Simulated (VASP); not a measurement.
# Al2O3 (Pnnm) in VASP: notebook

Runs on Al2O3. Level: PBE. Tasks: single point.

All numbers are computed with VASP 6.6.1; they aren't measurements. Logs are shortened: lines on timing, memory, paths and dates and some standing lists are left out, and cuts for length are marked.

## (1) The cell of the first run

Symmetry: Pnnm, No. 58, orthorhombic system. The conventional cell has a = 4.712 Å, b = 9.704 Å, c = 3.026 Å, α = 90.00°, β = 90.00°, γ = 90.00°. Within 2.2 Å of Al (site symmetry m) lie 4 O at 1.68 to 1.82 Å. O (site symmetry m) has 3 Al at 1.81 to 1.82 Å within 2.4 Å. O (site symmetry 2/m) has 2 Al at 1.68 Å within 2.2 Å.

## (2) Single point, PBE

File INCAR:

```
SYSTEM = Al2O3
PREC = Accurate
ENCUT = 520
EDIFF = 1E-6
ISMEAR = 0
SIGMA = 0.02
LREAL = .FALSE.
LASPH = .TRUE.
NELM = 60
ALGO = Normal
ISIF = 2
LWAVE = .FALSE.
LCHARG = .FALSE.
GGA = PE
NBANDS = 35
```

File KPOINTS:

```
regular mesh
0
G
  6 4 8
  0 0 0
```

File POSCAR:

```
Al2O3
1.0
    4.7121766311      0.0000000000      0.0000000000
    0.0000000000      9.7035371733      0.0000000000
    0.0000000000      0.0000000000      3.0257116887
Al O
4 6
Direct
    0.4317423466      0.3295573566      0.5000000000
    0.5682576534      0.6704426434      0.5000000000
   -0.0682576534      0.1704426434      0.0000000000
    1.0682576534      0.8295573566      0.0000000000
    0.7545470293      0.2269610254      0.5000000000
    0.0000000000      0.0000000000      0.0000000000
    0.7454529707      0.7269610254      0.0000000000
    0.2545470293      0.2730389746      0.0000000000
    0.2454529707      0.7730389746      0.5000000000
    0.5000000000      0.5000000000      0.5000000000
```

Potentials or basis: VASP PAW PBE potentials, release 64 (Al, O).

Started as:

```
cat potpaw_PBE.64/Al/POTCAR potpaw_PBE.64/O/POTCAR > POTCAR
mpirun -np 1 vasp_std > vasp.out
```

OUTCAR:

```text
SYSTEM = Al2O3
   PREC = Accurate
   ENCUT = 520
   EDIFF = 1E-6
   ISMEAR = 0
   LREAL = .FALSE.
   LASPH = .TRUE.
   NELM = 60
   ISIF = 2
   GGA = PE

 ion  position               nearest neighbor table
   1  0.432  0.330  0.500-  10 1.68   8 1.81   8 1.81   5 1.82   3 3.20   3 3.20   3 3.20   3 3.20

   2  0.568  0.670  0.500-  10 1.68   7 1.81   7 1.81   9 1.82   4 3.20   4 3.20   4 3.20   4 3.20

   3  0.932  0.170  0.000-   6 1.68   5 1.81   5 1.81   8 1.82   1 3.20   1 3.20   1 3.20   1 3.20

   4  0.068  0.830  0.000-   6 1.68   9 1.81   9 1.81   7 1.82   2 3.20   2 3.20   2 3.20   2 3.20

   5  0.755  0.227  0.500-   3 1.81   3 1.81   1 1.82
   6  0.000  0.000  0.000-   4 1.68   3 1.68
   7  0.745  0.727  0.000-   2 1.81   2 1.81   4 1.82
   8  0.255  0.273  0.000-   1 1.81   1 1.81   3 1.82
   9  0.245  0.773  0.500-   4 1.81   4 1.81   2 1.82
  10  0.500  0.500  0.500-   1 1.68   2 1.68

  LATTYP: Found a simple orthorhombic cell.
 ALAT       =     3.0257116887
 B/A-ratio  =     1.5573779381
 C/A-ratio  =     3.2070263699

  Lattice vectors:

 A1 = (   0.0000000000,   0.0000000000,   3.0257116887)
 A2 = (   4.7121766311,   0.0000000000,   0.0000000000)
 A3 = (   0.0000000000,   9.7035371733,   0.0000000000)

Analysis of symmetry for initial positions (statically):
=====================================================================
 Subroutine PRICEL returns:
 Original cell was already a primitive cell.

 Routine SETGRP: Setting up the symmetry group for a
 simple orthorhombic supercell.

 Subroutine GETGRP returns: Found  8 space group operations
 (whereof  4 operations were pure point group operations)
 out of a pool of  8 trial point group operations.

The static configuration has the point symmetry C_2h.
 The point group associated with its full space group is D_2h.

Analysis of symmetry for dynamics (positions and initial velocities):
=====================================================================
 Subroutine PRICEL returns:
 Original cell was already a primitive cell.

 Routine SETGRP: Setting up the symmetry group for a
 simple orthorhombic supercell.

 Subroutine GETGRP returns: Found  8 space group operations
 (whereof  4 operations were pure point group operations)
 out of a pool of  8 trial point group operations.

The dynamic configuration has the point symmetry C_2h.
 The point group associated with its full space group is D_2h.

 Subroutine INISYM returns: Found  8 space group operations
 (whereof  4 operations are pure point group operations),
 and found     1 'primitive' translations

----------------------------------------------------------------------------------------

                                     Primitive cell

  volume of cell :     138.3500

  direct lattice vectors                    reciprocal lattice vectors
     4.712176631  0.000000000  0.000000000     0.212216154  0.000000000  0.000000000
     0.000000000  9.703537173  0.000000000     0.000000000  0.103055204  0.000000000
     0.000000000  0.000000000  3.025711689     0.000000000  0.000000000  0.330500756

  length of vectors
     4.712176631  9.703537173  3.025711689     0.212216154  0.103055204  0.330500756

  position of ions in fractional coordinates (direct lattice)
     0.431742347  0.329557357  0.500000000
     0.568257653  0.670442643  0.500000000
     0.931742347  0.170442643  0.000000000
     0.068257653  0.829557357  0.000000000
     0.754547029  0.226961025  0.500000000
     0.000000000  0.000000000  0.000000000
     0.745452971  0.726961025  0.000000000
     0.254547029  0.273038975  0.000000000
     0.245452971  0.773038975  0.500000000
     0.500000000  0.500000000  0.500000000

  ion indices of the primitive-cell ions
   primitive index   ion index
                 1           1
                 2           2
                 3           3
                 4           4
                 5           5
                 6           6
                 7           7
                 8           8
                 9           9
                10          10

----------------------------------------------------------------------------------------

 KPOINTS: regular mesh

Automatic generation of k-mesh.
 Grid dimensions read from file:
 generate k-points for:    6    4    8

 Generating k-lattice:

  Cartesian coordinates                     Fractional coordinates (reciprocal lattice)
     0.035369359  0.000000000  0.000000000     0.166666667  0.000000000  0.000000000
     0.000000000  0.025763801  0.000000000     0.000000000  0.250000000  0.000000000
     0.000000000  0.000000000  0.041312594     0.000000000  0.000000000  0.125000000

  Length of vectors
     0.035369359  0.025763801  0.041312594

  Shift w.r.t. Gamma in fractional coordinates (k-lattice)
     0.000000000  0.000000000  0.000000000

 Subroutine IBZKPT returns following result:
 ===========================================

 Found     60 irreducible k-points:

 Following reciprocal coordinates:
            Coordinates               Weight
  0.000000  0.000000  0.000000      1.000000
  0.166667  0.000000  0.000000      2.000000
  0.333333  0.000000  0.000000      2.000000
  0.500000  0.000000  0.000000      1.000000
  0.000000  0.250000  0.000000      2.000000
  0.166667  0.250000  0.000000      4.000000
[... 16 lines left out ...]
  0.333333  0.500000  0.125000      4.000000
  0.500000  0.500000  0.125000      2.000000
 [... further k-points ...]
   k-points           NKPTS =     60   k-points in BZ     NKDIM =     60   number of bands    NBANDS=     35
   number of dos      NEDOS =    301   number of ions     NIONS =     10
   total plane-waves  NPLWV =  62208
   dimension x,y,z NGX =    36 NGY =   72 NGZ =   24
   dimension x,y,z NGXF=    72 NGYF=  144 NGZF=   48
   ions per type =               4   6
   NGX,Y,Z   is equivalent  to a cutoff of  12.70, 12.34, 13.19 a.u.
   NGXF,Y,Z  is equivalent  to a cutoff of  25.40, 24.67, 26.37 a.u.
 SYSTEM =  Al2O3
   PREC   = accura    normal or accurate (medium, high low for compatibility)
   ISTART =      0    job   : 0-new  1-cont  2-samecut
   ICHARG =      2    charge: 1-file 2-atom 10-const
   ISPIN  =      1    spin polarized calculation?
   LNONCOLLINEAR =      F non collinear calculations
   LSORBIT =      F    spin-orbit coupling
   LASPH  =      T    aspherical Exc in radial PAW
   ENCUT  =  520.0 eV  38.22 Ry    6.18 a.u.   8.76 18.04  5.63*2*pi/ulx,y,z
   NELM   =     60;   NELMIN=  2; NELMDL= -5     # of ELM steps
   EDIFF  = 0.1E-05   stopping-criterion for ELM
   LREAL  =      F    real-space projection
   EDIFFG = 0.1E-04   stopping-criterion for IOM
   NSW    =      0    number of steps for IOM
   IBRION =     -1    ionic relax: 0-MD 1-quasi-New 2-CG
   NFREE  =      0    steps in history (QN), initial steepest desc. (CG)
   ISIF   =      2    stress and relaxation
   ISYM   =      2    0-nonsym 1-usesym 2-fastsym
   POTIM  = 0.5000    time-step for ionic-motion
   TEBEG  =    0.0;   TEEND  =   0.0 temperature during run
   PSTRESS=    0.0 pullay stress
   NELECT =      48.0000    total number of electrons
   NUPDOWN=      -1.0000    fix difference up-down
   EMIN   =  10.00;   EMAX   =-10.00  energy-range for DOS
   EFERMI =   0.00;   METHOD = LEGACY
   ISMEAR =     0;   SIGMA  =   0.02  broadening in eV -4-tet -1-fermi 0-gaus
   EFERMI_NEDOS =   21; number of points for ismear=-14 and -15
   IALGO  =     38    algorithm
   IMIX   =      4    mixing-type and parameters
     AMIX     =   0.40;   BMIX     =  1.00
     AMIX_MAG =   1.60;   BMIX_MAG =  1.00
  volume/ion in A,a.u.               =      13.84        93.36
  Fermi-wavevector in a.u.,A,eV,Ry     =   1.150347  2.173841 18.004564  1.323298
  Thomas-Fermi vector in A             =   2.287011
   LORBIT       =      0    0 simple, 1 ext, 2 COOP (PROOUT), +10 PAW based schemes
   GGA     = PE    functional components
   LHFCALC =     F    Hartree Fock is set to
   AEXX    =    0.0000 exact exchange contribution
   IVDW    =     0    specifies the selected vdW correction
   LEPSILON=     F    determine dielectric tensor
   LRPA    =     F    only Hartree local field effects (RPA)
 non-spin polarized calculation
 Gauss-broadening in eV      SIGMA  =   0.02
  energy-cutoff  :      520.00
  volume of cell :      138.35
 maximum number of plane-waves:      3764
 NGX is ok and might be reduce to    36
   NGX = 17   NGY = 37   NGZ = 11

 number of electron      48.0000009 magnetization

 Free energy of the ion-electron system (eV)
  ---------------------------------------------------
  ext. energy  EPLUGINS =         0.00000000
  ---------------------------------------------------
  free energy    TOTEN  =       -74.04190384 eV

  energy without entropy =      -74.04190384  energy(sigma->0) =      -74.04190384

 E-fermi :   2.1365     XC(G=0):  -8.7319

 val. band max:        1.9700000068   @ k =   0.0000   0.0000   0.0000
 cond. band min:       5.3711587940   @ k =   0.0000   0.0000   0.0000
 fundamental gap:      3.4011587872
 Fermi energy:         2.1364656666

 k-point     1 :       0.0000    0.0000    0.0000
  band No.  band energies     occupation
      1     -17.0893      2.00000
      2     -17.0156      2.00000
      3     -15.9162      2.00000
      4     -15.8987      2.00000
      5     -14.5289      2.00000
      6     -14.4008      2.00000
[... 27 lines left out ...]
     34      12.4559      0.00000
     35      13.8472      0.00000

 k-point     2 :       0.1667    0.0000    0.0000
  band No.  band energies     occupation
      1     -17.0220      2.00000
      2     -16.9496      2.00000
      3     -16.0110      2.00000
      4     -15.9841      2.00000
      5     -14.5136      2.00000
      6     -14.4054      2.00000
[... 27 lines left out ...]
     34      12.1145      0.00000
     35      13.5481      0.00000
[... 796 lines left out ...]
     34      12.5294      0.00000
     35      13.1886      0.00000

 k-point    24 :       0.5000    0.5000    0.1250
  band No.  band energies     occupation
      1     -16.4896      2.00000
      2     -16.4896      2.00000
      3     -16.4394      2.00000
      4     -16.4394      2.00000
      5     -14.4139      2.00000
      6     -14.4139      2.00000
[... 27 lines left out ...]
     34      12.5462      0.00000
     35      12.8558      0.00000

 [... further k-points ...]
[... 5 lines left out ...]
  --------------------------------------------------------------------------------------
  -------------------------------------------------------------------------------------
  Total       -0.0838542      0.1065585     -0.1320882      0.0000000      0.0000000      0.0000000
  in kB       -0.9710831      1.2340120     -1.5296615      0.0000000      0.0000000      0.0000000
  external PRESSURE =      -0.4222442 kB  Pullay stress =       0.0000000 kB

 VOLUME and BASIS-vectors are now :
 -----------------------------------------------------------------------------
  energy-cutoff  :      520.00
  volume of cell :      138.35
      direct lattice vectors                 reciprocal lattice vectors
     4.712176631  0.000000000  0.000000000     0.212216154  0.000000000  0.000000000
     0.000000000  9.703537173  0.000000000     0.000000000  0.103055204  0.000000000
     0.000000000  0.000000000  3.025711689     0.000000000  0.000000000  0.330500756

 POSITION                                       TOTAL-FORCE (eV/Angst)
 -----------------------------------------------------------------------------------
      2.03445      3.19787      1.51286        -0.001229     -0.021644      0.000000
      2.67773      6.50567      1.51286         0.001229      0.021644      0.000000
      4.39053      1.65390      0.00000        -0.001229      0.021644      0.000000
      0.32164      8.04964      0.00000         0.001229     -0.021644      0.000000
      3.55556      2.20232      1.51286        -0.002760      0.002932     -0.000000
      0.00000      0.00000      0.00000         0.000000      0.000000      0.000000
      3.51271      7.05409      0.00000         0.002760      0.002932      0.000000
      1.19947      2.64944      0.00000        -0.002760     -0.002932     -0.000000
      1.15662      7.50121      1.51286         0.002760     -0.002932      0.000000
      2.35609      4.85177      1.51286         0.000000      0.000000      0.000000
 -----------------------------------------------------------------------------------
    total drift:                                0.000000     -0.000000      0.000000

  FREE ENERGIE OF THE ION-ELECTRON SYSTEM (eV)
  ---------------------------------------------------
  free  energy   TOTEN  =       -74.0419038363 eV

  energy  without entropy=      -74.0419038363  energy(sigma->0) =      -74.04190384
```

Wall time 5.3 min (1 thread of Intel Xeon 8259CL, shared host); peak memory 0.36 GiB.

What came out:

```
Free energy            : -74.0419 eV
Pressure               : 0.0 GPa
Largest force          : 0.022 eV/Å
Band gap on the k mesh : 3.40 eV, direct
```

Forces in eV/Å, atoms in the order of the input:
```
Al  -0.001 -0.022  0.000
Al   0.001  0.022  0.000
Al  -0.001  0.022  0.000
Al   0.001 -0.022  0.000
O   -0.003  0.003  0.000
O    0.000  0.000  0.000
O    0.003  0.003  0.000
O   -0.003 -0.003  0.000
O    0.003 -0.003  0.000
O    0.000  0.000  0.000
```

A k mesh can miss the band edges. A hybrid or GW would open this gap; PBE tends to underestimate it.

## (3) Single point, PBE

File INCAR:

```
SYSTEM = Al2O3
  PREC = Accurate
  ENCUT = 520
  EDIFF = 1E-6
  ISMEAR = 0
  SIGMA = 0.05
  LREAL = .False.
  LASPH = .True.
  NELM = 80
  ALGO = Normal
  ISIF = 2
  LWAVE = .False.
  LCHARG = .False.
  GGA = PE
  NBANDS = 35
```

File KPOINTS:

```
Automatic mesh
0
Gamma
  6 4 8
  0 0 0
```

Changes to POSCAR since step 2:

```diff
@@ -10,4 +10,4 @@
     0.5682576534      0.6704426434      0.5000000000
-   -0.0682576534      0.1704426434      0.0000000000
-    1.0682576534      0.8295573566      0.0000000000
+    0.9317423466      0.1704426434      0.0000000000
+    0.0682576534      0.8295573566      0.0000000000
     0.7545470293      0.2269610254      0.5000000000
```

Potentials or basis: VASP PAW PBE potentials, release 64 (Al, O).

Started as:

```
cat potpaw_PBE.64/Al/POTCAR potpaw_PBE.64/O/POTCAR > POTCAR
mpirun -np 1 vasp_std > vasp.out
```

It took 5.9 min on 1 thread of Intel Xeon 8259CL, shared host; peak memory 0.36 GiB.

It converged, with:

| Property | Result |
| --- | --- |
| Free energy | -74.0419 eV |
| Pressure | 0.0 GPa |
| Largest force | 0.022 eV/Å |
| Band gap on the k mesh | 3.40 eV, direct |

Forces in eV/Å, atoms in the order of the input:
```
Al  -0.001 -0.022  0.000
Al   0.001  0.022  0.000
Al  -0.001  0.022  0.000
Al   0.001 -0.022  0.000
O   -0.003  0.003  0.000
O    0.000  0.000  0.000
O    0.003  0.003  0.000
O   -0.003 -0.003  0.000
O    0.003 -0.003  0.000
O    0.000  0.000  0.000
```

Stress tensor (GPa, compression positive):
```
-0.10  0.00  0.00
 0.00  0.12  0.00
 0.00  0.00 -0.15
```

Levels at points of the mesh, in eV from the valence-band top:
| k point | band 22 | band 23 | band 24 | band 25 | band 26 | band 27 |
| --- | --- | --- | --- | --- | --- | --- |
| (0.00, 0.00, 0.00) | -0.52 | -0.06 | 0.00 | 3.40 | 5.02 | 6.37 |
| (0.50, 0.00, 0.00) | -1.02 | -0.02 | -0.02 | 5.81 | 5.81 | 6.50 |
| (0.00, 0.50, 0.00) | -0.84 | -0.03 | -0.03 | 4.07 | 4.07 | 6.60 |
| (0.50, 0.50, 0.00) | -0.93 | -0.02 | -0.02 | 5.76 | 5.76 | 6.36 |
| (0.00, 0.00, 0.50) | -1.44 | -0.72 | -0.72 | 7.03 | 7.03 | 7.62 |
| (0.50, 0.00, 0.50) | -1.53 | -0.72 | -0.72 | 6.83 | 6.83 | 8.23 |
| (0.00, 0.50, 0.50) | -1.55 | -0.63 | -0.63 | 6.92 | 6.92 | 7.87 |
| (0.50, 0.50, 0.50) | -1.51 | -0.80 | -0.80 | 7.04 | 7.04 | 8.01 |

A k mesh can miss the band edges. Expect the measured gap to be larger: semilocal functionals such as PBE lack the derivative discontinuity.
